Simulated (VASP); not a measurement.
# BAs (I-4m2) in VASP: notebook, part 2 of 2

VASP 6.6.1. Earlier steps stand in the parts before.

### Step 4. Single point, PBE (strain -0.0100 x Voigt [0, 1, 0, 0, 0, 0])

Contents of INCAR:

```
SYSTEM = BAs
ALGO = Normal ; EDIFF = 1E-7
ENCUT = 520 ; GGA = PE
ISIF = 2 ; ISMEAR = 0
LASPH = .TRUE. ; LCHARG = .FALSE.
LREAL = .FALSE. ; LWAVE = .FALSE.
NBANDS = 11 ; NELM = 80
PREC = Accurate ; SIGMA = 0.05
```

Contents of KPOINTS:

```
k-points
0
G
  10 10 10
  0 0 0
```

Contents of POSCAR:

```
BAs
1.0
    0.0000000000      2.3803670495      2.4044111611
    2.4044111611      0.0000000000      2.4044111611
    2.4044111611      2.3803670495      0.0000000000
B As
1 1
Direct
    0.0000000000      0.0000000000      0.0000000000
    0.7500000000      0.7500000000      0.7500000000
```

Potentials or basis: VASP PAW PBE potentials, release 64 (B, As).

Run with:

```
$ cat potpaw_PBE.64/B/POTCAR potpaw_PBE.64/As/POTCAR > POTCAR
$ mpirun -np 1 vasp_std > vasp.out
```

OUTCAR:

```text
SYSTEM = BAs
   EDIFF = 1E-7
   ENCUT = 520
   GGA = PE
   ISIF = 2
   ISMEAR = 0
   LASPH = .TRUE.
   LREAL = .FALSE.
   NELM = 80
   PREC = Accurate

 ion  position               nearest neighbor table
   1  0.000  0.000  0.000-   2 2.08   2 2.08   2 2.08   2 2.08
   2  0.750  0.750  0.750-   1 2.08   1 2.08   1 2.08   1 2.08

  LATTYP: Found a body centered tetragonal cell.
 ALAT       =     3.4003508735
 C/A-ratio  =     1.4000714268

  Lattice vectors:

 A1 = (   0.0000000000,  -2.3803670495,   2.4044111611)
[... 515 lines left out ...]
      7      14.7307      0.00000
      8      15.0691      0.00000
      9      17.9499      0.00000
     10      21.6498      0.00000
     11      21.8792      0.00000

 [... further k-points ...]
[... 5 lines left out ...]
  --------------------------------------------------------------------------------------
  -------------------------------------------------------------------------------------
  Total        0.2307575      0.5782344      0.2307575      0.0000000      0.0000000      0.0000000
  in kB       13.4330609     33.6606957     13.4330609      0.0000000      0.0000000      0.0000000
  external PRESSURE =      20.1756058 kB  Pullay stress =       0.0000000 kB

 VOLUME and BASIS-vectors are now :
 -----------------------------------------------------------------------------
  energy-cutoff  :      520.00
  volume of cell :       27.52
      direct lattice vectors                 reciprocal lattice vectors
     0.000000000  2.380367050  2.404411161    -0.207951123  0.210051639  0.207951123
     2.404411161  0.000000000  2.404411161     0.207951123 -0.210051639  0.207951123
     2.404411161  2.380367050  0.000000000     0.207951123  0.210051639 -0.207951123

 POSITION                                       TOTAL-FORCE (eV/Angst)
 -----------------------------------------------------------------------------------
      0.00000      0.00000      0.00000         0.000000     -0.000000      0.000000
      3.60662      3.57055      3.60662        -0.000000      0.000000     -0.000000
 -----------------------------------------------------------------------------------
    total drift:                                0.000000      0.000000      0.000000

  FREE ENERGIE OF THE ION-ELECTRON SYSTEM (eV)
  ---------------------------------------------------
  free  energy   TOTEN  =       -11.4098740244 eV

  energy  without entropy=      -11.4098740244  energy(sigma->0) =      -11.40987402
```

OSZICAR:

```text
N       E                     dE             d eps       ncg     rms          rms(c)
DAV:   1     0.117160915832E+02    0.11716E+02   -0.37695E+03  2244   0.642E+02
DAV:   2    -0.113535536662E+02   -0.23070E+02   -0.22388E+02  2924   0.106E+02
DAV:   3    -0.120282312116E+02   -0.67468E+00   -0.67321E+00  2775   0.166E+01
DAV:   4    -0.120300178058E+02   -0.17866E-02   -0.17865E-02  2491   0.969E-01
DAV:   5    -0.120300206258E+02   -0.28200E-05   -0.28200E-05  2714   0.408E-02    0.486E+00
DAV:   6    -0.114731870126E+02    0.55683E+00   -0.15533E+00  2388   0.504E+00    0.237E+00
DAV:   7    -0.114160629907E+02    0.57124E-01   -0.18595E-01  2630   0.212E+00    0.976E-01
DAV:   8    -0.114094097921E+02    0.66532E-02   -0.19998E-02  2559   0.802E-01    0.972E-02
DAV:   9    -0.114097116709E+02   -0.30188E-03   -0.76730E-04  2586   0.159E-01    0.576E-02
DAV:  10    -0.114098678131E+02   -0.15614E-03   -0.19213E-04  2407   0.844E-02    0.121E-02
DAV:  11    -0.114098737968E+02   -0.59837E-05   -0.54609E-06  2742   0.157E-02    0.103E-02
DAV:  12    -0.114098739756E+02   -0.17880E-06   -0.27427E-06  2406   0.903E-03    0.358E-03
DAV:  13    -0.114098740244E+02   -0.48857E-07   -0.84127E-08  2244   0.188E-03
   1 F= -.11409874E+02 E0= -.11409874E+02  d E =-.181476E-18
```

stdout:

```text
POSCAR found type information on POSCAR B As
 POSCAR found :  2 types and       2 ions
 scaLAPACK will be used
 LDA part: xc-table for (Slater+PW92), standard interpolation
 POSCAR, INCAR and KPOINTS ok, starting setup
 FFT: planning ... GRIDC
 FFT: planning ... GRID_SOFT
 FFT: planning ... GRID
 WAVECAR not read
 entering main loop
```

Run time: 22 s. Hardware: 1 thread of Intel Xeon Platinum 8559C (Emerald Rapids), shared host; peak memory 0.18 GiB.

What came out:

```
Free energy            : -11.4099 eV
Pressure               : 2.0 GPa
Band gap on the k mesh : 1.04 eV, indirect (least direct gap 3.16 eV)
```

Levels at points of the mesh, in eV from the valence-band top:
| k point | band 1 | band 2 | band 3 | band 4 | band 5 | band 6 | band 7 | band 8 | band 9 |
| --- | --- | --- | --- | --- | --- | --- | --- | --- | --- |
| (0.00, 0.00, 0.00) | -15.38 | -0.10 | -0.10 | 0.00 | 3.16 | 3.22 | 3.22 | 4.50 | 9.47 |
| (0.50, 0.00, 0.00) | -12.54 | -8.78 | -1.93 | -1.81 | 2.56 | 4.66 | 4.75 | 8.78 | 12.58 |
| (0.50, 0.50, 0.00) | -11.26 | -8.57 | -4.08 | -4.06 | 1.41 | 1.43 | 11.13 | 11.27 | 12.68 |
| (0.50, 0.00, 0.50) | -11.18 | -8.49 | -4.17 | -4.17 | 1.30 | 1.30 | 11.21 | 11.21 | 12.78 |

Caveat: the cell differs from its parent crystal (strain -0.0100 x Voigt [0, 1, 0, 0, 0, 0]). A k mesh can miss the band edges.

### Step 5. The runs side by side

| cell | gap on the mesh (eV) | pressure (GPa) |
| --- | --- | --- |
| a = 3.367, b = 3.400 Å, angles 59.7, 60.7, 59.7°, 2 atoms | 0.87 | 3.5 |
| a = 3.350, b = 3.400 Å, angles 59.5, 61.0, 59.5°, 2 atoms | 0.71 | 5.0 |
| a = 3.383, b = 3.400 Å, angles 59.8, 60.3, 59.8°, 2 atoms | 1.04 | 2.0 |

Alike in all rows: task single point; level PBE; potentials or basis VASP PAW PBE potentials, release 64 (B, As); no spin polarisation; k mesh 10 × 10 × 10; cutoff (eV) 520; smearing gaussian 0.05 eV.

Total energies depend on the potentials used, so only differences within one code and one set of settings carry meaning.
